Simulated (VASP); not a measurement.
Here is a VASP 6.6.1 calculation.

The input INCAR:

```
ALGO     = Normal         # electronic algorithm
EDIFF    = 1E-6           # SCF threshold, eV
ENCUT    = 520            # plane-wave cutoff, eV
GGA      = PE             # functional
ISIF     = 2              # what is computed and relaxed
ISMEAR   = -1             # smearing method
IVDW     = 13             # dispersion correction
LASPH    = T              # aspherical terms in the spheres
LCHARG   = F              # write CHGCAR
LREAL    = F              # projectors in reciprocal space
LWAVE    = F              # write WAVECAR
NBANDS   = 35             # bands
NELM     = 80             # most SCF steps
PREC     = Accurate       # precision mode
SIGMA    = 0.05           # smearing width, eV
```

The input KPOINTS:

```
k-points
0
Gamma
  10 10 3
```

Contents of POSCAR:

```
MoS2
1.0
    3.1477309028      0.0000000000      0.0000000000
   -1.5738654514      2.7260149261      0.0000000000
    0.0000000000      0.0000000000     12.2412860984
Mo S
2 4
Direct
    0.6666666667      0.3333333333      0.7500000000
    0.3333333333      0.6666666667      0.2500000000
    0.6666666667      0.3333333333      0.3770000000
    0.3333333333      0.6666666667      0.8770000000
    0.6666666667      0.3333333333      0.1230000000
    0.3333333333      0.6666666667      0.6230000000
```

Potentials or basis: VASP PAW PBE potentials, release 64 (Mo_sv, S).

Launch:

```sh
$ cat potpaw_PBE.64/Mo_sv/POTCAR potpaw_PBE.64/S/POTCAR > POTCAR
$ mpirun -np 1 vasp_std > vasp.out
```

(1) Estimate the largest force.

(2) What does it give for the band gap on the k mesh?

Answers

(1) 0.231 eV/Å.

(2) 0.92 eV, indirect (least direct gap 1.92 eV).

**Experimental background.**

From “Multiwavelength excitation Raman Scattering Analysis of bulk and 2 dimensional MoS2: Vibrational properties of atomically thin MoS2 layers”, 2015, arxiv:1506.03228, for a bulk crystal of MoS2 at 300 K: band gap 1.3 eV (indirect).

A measured gap of MoS2 is 1.3 eV (indirect; 300 K; “Multiwavelength excitation Raman Scattering Analysis of bulk and 2 dimensional MoS2: Vibrational properties of atomically thin MoS2 layers”, 2015, arxiv:1506.03228); the calculated 0.92 eV misses it by -0.38 eV. Spin-orbit coupling on Mo is left out. The value is that of PBE+D4 on a finite k mesh, which can miss the band edges, without temperature or zero-point motion. Semilocal functionals fall short of measured gaps as a rule.
